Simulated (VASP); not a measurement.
# Sr9Ti7O24 (a cell with a defect) in VASP: single point with PBEsol

Aim: the single point of Sr9Ti7O24 (a cell with a defect) with PBEsol.

Program: VASP 6.6.1. These are calculated values, not measurements. Logs are shortened: lines on timing, memory, paths and dates and some standing lists are left out, and cuts for length are marked.

## 1. The cell of the first run

The cell holds a defect, 40 atoms: a = 7.783 Å, b = 7.783 Å, c = 7.783 Å, α = 90.00°, β = 90.00°, γ = 90.00°.

## 2. Single point, PBEsol, collinear spin

File INCAR:

```
PREC = Accurate
ENCUT = 520
EDIFF = 1E-6
ISMEAR = -1
SIGMA = 0.05
LREAL = Auto
LASPH = T
NELM = 150
ALGO = Normal
ISIF = 2
LWAVE = F
LCHARG = T
ISPIN = 2
MAGMOM = 0 0 0 0 0 0 0 0 0.286 0 0 0 0 0 0 0 0.286 0.286 0 0 0 0 0 0 0.286 0 0 0 0.286 0 0 0 0.286 0 0.286 0 0 0 0 0
LORBIT = 11
LMAXMIX = 4
GGA = PS
LELF = T
LVHAR = T
NBANDS = 189
ISYM = 0
```

File KPOINTS:

```
Automatic mesh
0
Gamma
  1 1 1
  0.25 0.25 0.25
```

File POSCAR:

```
Sr9Ti7O24
1.0
    7.7828210000      0.0000000000      0.0000000000
    0.0000000000      7.7828210000      0.0000000000
    0.0000000000      0.0000000000      7.7828210000
Sr Ti O
9 7 24
Direct
    0.9890240000      0.9883910000      0.9915480000
    0.9851800000      0.9806060000      0.5116930000
    0.9877380000      0.5040720000      0.0030490000
    0.9854260000      0.5126890000      0.5091090000
    0.4942720000      0.9870600000      0.9955780000
    0.5136820000      0.9823220000      0.5120710000
    0.4909130000      0.4935580000      0.0092980000
    0.5089400000      0.5041410000      0.5148260000
    0.2436960000      0.2440710000      0.2715170000
    0.2375150000      0.2439410000      0.7583070000
    0.2427260000      0.7497840000      0.2593360000
    0.2455680000      0.7428910000      0.7551080000
    0.7450080000      0.2382980000      0.2559600000
    0.7523450000      0.2453790000      0.7496580000
    0.7454870000      0.7448330000      0.2509350000
    0.7458920000      0.7444370000      0.7558290000
    0.2213060000      0.2999330000      0.9804320000
    0.3477790000      0.2359110000      0.5404970000
    0.2516890000      0.7132670000      0.9929260000
    0.2421970000      0.7924840000      0.4989860000
    0.7843230000      0.2429440000      0.9875840000
    0.7191590000      0.2490050000      0.5006070000
    0.7467000000      0.7564320000      0.0006730000
    0.7542520000      0.7469900000      0.5027570000
    0.9682680000      0.3217720000      0.2653960000
    0.0033120000      0.2419050000      0.6984750000
    0.9987340000      0.7194990000      0.2508220000
    0.9963340000      0.7555200000      0.7532660000
    0.5236720000      0.2262850000      0.1900680000
    0.5057500000      0.2519540000      0.7832450000
    0.5059350000      0.7864560000      0.2548710000
    0.4997270000      0.7467440000      0.7453590000
    0.2265600000      0.9742150000      0.1831910000
    0.2467160000      0.9998970000      0.7808250000
    0.3092040000      0.5262420000      0.2796770000
    0.2397320000      0.5070440000      0.7113230000
    0.7893870000      0.0000240000      0.2591370000
    0.7488670000      0.9974140000      0.7435680000
    0.7135450000      0.5089990000      0.2475460000
    0.7577400000      0.4993310000      0.7531940000
```

Potentials or basis: VASP PAW PBE potentials, release 64 (Sr_sv, Ti_sv, O).

Run with:

```
$ cat potpaw_PBE.64/Sr_sv/POTCAR potpaw_PBE.64/Ti_sv/POTCAR potpaw_PBE.64/O/POTCAR > POTCAR
$ mpirun -np 1 vasp_std > vasp.out
```

OUTCAR:

```text
PREC = Accurate
   ENCUT = 520
   EDIFF = 1E-6
   ISMEAR = -1
   LREAL = Auto
   LASPH = T
   NELM = 150
   ISIF = 2
   ISPIN = 2
   LORBIT = 11
   GGA = PS
   ISYM = 0

 ion  position               nearest neighbor table
   1  0.989  0.988  0.992-  33 2.38  21 2.54  34 2.59  28 2.59  37 2.60  23 2.61  38 2.69  27 2.91
                            19 2.96  26 3.02  17 3.03  16 3.25  14 3.31  10 3.32  12 3.32  15 3.36
   2  0.985  0.981  0.512-  20 2.48  37 2.49  26 2.50  24 2.56  28 2.57  38 2.58  27 2.87  34 2.92
                            22 2.94  33 3.17  16 3.23  25 3.28  14 3.31  15 3.31  11 3.33  12 3.33
   3  0.988  0.504  0.003-  17 2.42  25 2.49  27 2.56  21 2.58  19 2.62  40 2.64  23 2.72  28 2.76
                            39 2.86  36 3.00  26 3.13  16 3.28  15 3.28  35 3.31  12 3.35  14 3.36
   4  0.985  0.513  0.509-  25 2.41  36 2.53  24 2.56  26 2.58  27 2.58  40 2.60  28 2.68  22 2.92
                            39 2.94  20 2.96  35 3.09  16 3.23  15 3.28  12 3.31  14 3.34  11 3.35
   5  0.494  0.987  0.996-  29 2.41  33 2.55  34 2.55  31 2.55  30 2.64  23 2.66  32 2.70  38 2.79
                            19 2.85  21 3.01  37 3.08  17 3.23  12 3.30  16 3.30  15 3.37  10 3.38
   6  0.514  0.982  0.512-  18 2.37  31 2.52  38 2.57  20 2.58  32 2.58  24 2.62  22 2.62  37 2.92
                            34 2.95  30 2.98  29 3.15  16 3.21  15 3.29  14 3.33  13 3.34  12 3.38
   7  0.491  0.494  0.009-  29 2.52  19 2.53  39 2.54  35 2.55  30 2.58  17 2.59  32 2.85  23 2.86
                            40 2.88  31 2.98  21 3.01  36 3.03  15 3.36  12 3.37  10 3.39  11 3.39
   8  0.509  0.504  0.515-  35 2.41  18 2.44  22 2.58  36 2.59  32 2.61  39 2.62  40 2.68  24 2.69
                            30 2.87  31 2.99  20 3.06  16 3.23  14 3.31  29 3.33  15 3.33  12 3.34
   9  0.244  0.244  0.272-  33 2.21  25 2.23  18 2.25  35 2.26  29 2.27  17 2.31   7 3.41   2 3.43
                             4 3.44   8 3.46   6 3.47   5 3.52   3 3.53   1 3.55  10 3.79  11 3.85
  10  0.238  0.244  0.758-  17 1.79  26 1.88  18 1.90  34 1.91  36 2.08  30 2.10   1 3.32   5 3.38
                             7 3.39   3 3.39   2 3.43   4 3.46   8 3.49   6 3.53   9 3.79   9 3.99
  11  0.243  0.750  0.259-  35 1.82  33 1.85  20 1.89  27 1.91  31 2.07  19 2.09   2 3.33   4 3.35
                             5 3.38   7 3.39   3 3.40   6 3.40   1 3.42   8 3.45   9 3.85   9 3.94
  12  0.246  0.743  0.755-  19 1.87  36 1.87  28 1.94  32 1.98  34 2.01  20 2.03   5 3.30   4 3.31
                             1 3.32   2 3.33   8 3.34   3 3.35   7 3.37   6 3.38
  13  0.745  0.238  0.256-  29 1.80  25 1.86  37 1.89  22 1.92  21 2.11  39 2.12   6 3.34   2 3.39
                             7 3.40   1 3.41   8 3.42   3 3.42   5 3.43   4 3.46   9 3.88   9 3.90
  14  0.752  0.245  0.750-  21 1.87  38 1.93  30 1.94  22 1.96  40 1.98  26 1.99   1 3.31   2 3.31
                             8 3.31   6 3.33   4 3.34   3 3.36   5 3.43   7 3.46
  15  0.745  0.745  0.251-  39 1.85  31 1.89  23 1.95  24 1.96  27 1.98  37 2.02   3 3.28   4 3.28
                             6 3.29   2 3.31   8 3.33   1 3.36   7 3.36   5 3.37
  16  0.746  0.744  0.756-  23 1.91  40 1.91  32 1.92  28 1.95  24 1.97  38 1.97   6 3.21   4 3.23
                             8 3.23   2 3.23   1 3.25   3 3.28   5 3.30   7 3.41
  17  0.221  0.300  0.980-  10 1.79   9 2.31   3 2.42   7 2.59   1 3.03   5 3.23
  18  0.348  0.236  0.540-  10 1.90   9 2.25   6 2.37   8 2.44   2 3.46
[... 238 lines left out ...]
      3     -52.1367      1.00000
      4     -52.1276      1.00000
      5     -51.8101      1.00000
      6     -51.7206      1.00000
[... 685 lines left out ...]
    170       7.5722      0.00000
    171       7.6153      0.00000
 Fermi energy:         3.7319374389

 spin component 2

 k-point     1 :       0.2500    0.2500    0.2500
  band No.  band energies     occupation
      1     -52.3390      1.00000
      2     -52.2540      1.00000
      3     -52.1364      1.00000
      4     -52.1283      1.00000
      5     -51.8103      1.00000
      6     -51.7208      1.00000
[... 685 lines left out ...]
    170       7.5723      0.00000
    171       7.6153      0.00000
 [bands above 171 left out]

------------------------ aborting loop because EDIFF is reached ----------------------------------------

  FORCE on cell =-STRESS in cart. coord.  units (eV):
  Direction    XX          YY          ZZ          XY          YZ          ZX
  --------------------------------------------------------------------------------------
  -------------------------------------------------------------------------------------
  Total       29.1646948     30.9340409     26.3194702     -2.0177488      2.4406506      2.0927832
  in kB       99.1189956    105.1322869     89.4492286     -6.8575116      8.2947837      7.1125232
  external PRESSURE =      97.9001703 kB  Pullay stress =       0.0000000 kB

 VOLUME and BASIS-vectors are now :
 -----------------------------------------------------------------------------
  energy-cutoff  :      520.00
  volume of cell :      471.42
      direct lattice vectors                 reciprocal lattice vectors
     7.782821000  0.000000000  0.000000000     0.128488115  0.000000000  0.000000000
     0.000000000  7.782821000  0.000000000     0.000000000  0.128488115  0.000000000
     0.000000000  0.000000000  7.782821000     0.000000000  0.000000000  0.128488115

 POSITION                                       TOTAL-FORCE (eV/Angst)
 -----------------------------------------------------------------------------------
      7.69740      7.69247      7.71704         0.008354     -0.040908      0.018928
      7.66748      7.63188      3.98242         0.029011      0.043314     -0.020470
      7.68739      3.92310      0.02373        -0.067933      0.089482      0.015225
      7.66939      3.99017      3.96230         0.040483     -0.008910     -0.014008
      3.84683      7.68211      7.74841        -0.009240     -0.027162     -0.036259
      3.99790      7.64524      3.98536         0.001066     -0.004109      0.013590
[... 32 lines left out ...]
      5.55339      3.96145      1.92661        -0.040804     -0.114177     -0.010959
      5.89735      3.88620      5.86197         0.013438     -0.026571     -0.017987
 -----------------------------------------------------------------------------------
    total drift:                               -0.027037      0.009910     -0.008057

  FREE ENERGIE OF THE ION-ELECTRON SYSTEM (eV)
  ---------------------------------------------------
  free  energy   TOTEN  =      -320.4654522847 eV

  energy  without entropy=     -320.3125637355  energy(sigma->0) =     -320.38900801

 total charge

# of ion       s       p       d       tot
------------------------------------------
    1        2.005   5.781   0.259   8.044
    2        2.006   5.776   0.266   8.048
    3        2.005   5.781   0.257   8.043
    4        2.006   5.782   0.263   8.051
    5        2.004   5.779   0.253   8.036
    6        2.006   5.784   0.268   8.059
[... 32 lines left out ...]
   39        1.568   3.448   0.000   5.016
   40        1.560   3.488   0.000   5.049
--------------------------------------------------
tot         71.386 179.747  15.548 266.682

 magnetization (x)

# of ion       s       p       d       tot
------------------------------------------
    1       -0.000  -0.000  -0.000  -0.000
    2       -0.000  -0.000   0.000  -0.000
    3        0.000   0.000   0.000   0.000
    4        0.000   0.000   0.000   0.000
    5        0.000   0.000  -0.000  -0.000
    6        0.000   0.000  -0.000   0.000
[... 32 lines left out ...]
   39       -0.000  -0.003   0.000  -0.003
   40       -0.000   0.000   0.000   0.000
--------------------------------------------------
tot          0.000   0.012  -0.001   0.011
```

Run time: 52 min. Hardware: 1 thread of Intel Xeon Platinum 8259CL at 2.50GHz (Skylake/Cascade Lake), shared host; peak memory 0.95 GiB.

Results:

```
Free energy                                           : -320.4655 eV
Pressure                                              : 9.8 GPa
Largest force                                         : 0.496 eV/Å
Band gap on the k mesh                                : 0.03 eV
Net moment                                            : 0.01 μB per cell
Valence electrons inside the program's atomic spheres : Sr 8.04, 8.05, 8.06, 8.02, 8.35 (each value once); Ti 10.50, 10.49, 10.40, 10.39, 10.42 (each value once); O 5.04, 5.01, 5.02, 5.05, 5.06, 4.96 (each value once)
```

Forces on the atoms (eV/Å):
```
Sr   0.008 -0.041  0.019
Sr   0.029  0.043 -0.020
Sr  -0.068  0.089  0.015
Sr   0.040 -0.009 -0.014
Sr  -0.009 -0.027 -0.036
Sr   0.001 -0.004  0.014
Sr   0.065  0.005 -0.053
Sr  -0.008  0.018  0.014
Sr  -0.041 -0.050  0.135
Ti   0.311 -0.050 -0.382
Ti   0.068  0.039 -0.067
Ti   0.022  0.069  0.038
Ti   0.219  0.194  0.096
Ti  -0.352  0.010 -0.053
Ti  -0.117 -0.040  0.080
Ti  -0.009  0.029  0.029
O    0.014  0.069  0.111
O   -0.233 -0.060 -0.027
O   -0.016 -0.015 -0.033
O    0.011 -0.005  0.127
O    0.025 -0.011  0.228
O    0.031  0.024 -0.106
O    0.000  0.019 -0.048
O    0.027 -0.008  0.000
O    0.005 -0.066 -0.027
O   -0.092  0.007  0.044
O   -0.043 -0.002 -0.007
O    0.015 -0.018 -0.013
O   -0.032 -0.059 -0.083
O    0.237  0.025  0.119
O    0.017  0.079 -0.006
O   -0.016 -0.018  0.019
O    0.075 -0.104  0.003
O   -0.040  0.021 -0.013
O   -0.058  0.032 -0.076
O   -0.021 -0.093  0.081
O   -0.037  0.049 -0.079
O   -0.002 -0.001  0.000
O   -0.041 -0.114 -0.011
O    0.013 -0.027 -0.018
```

Stress tensor (GPa, compression positive):
```
 9.91 -0.69  0.71
-0.69 10.51  0.83
 0.71  0.83  8.94
```

Caveat: semilocal functionals underestimate gaps, and a narrow one can read as zero; the PAW data sets were made with another functional, which shifts forces and pressure a little.
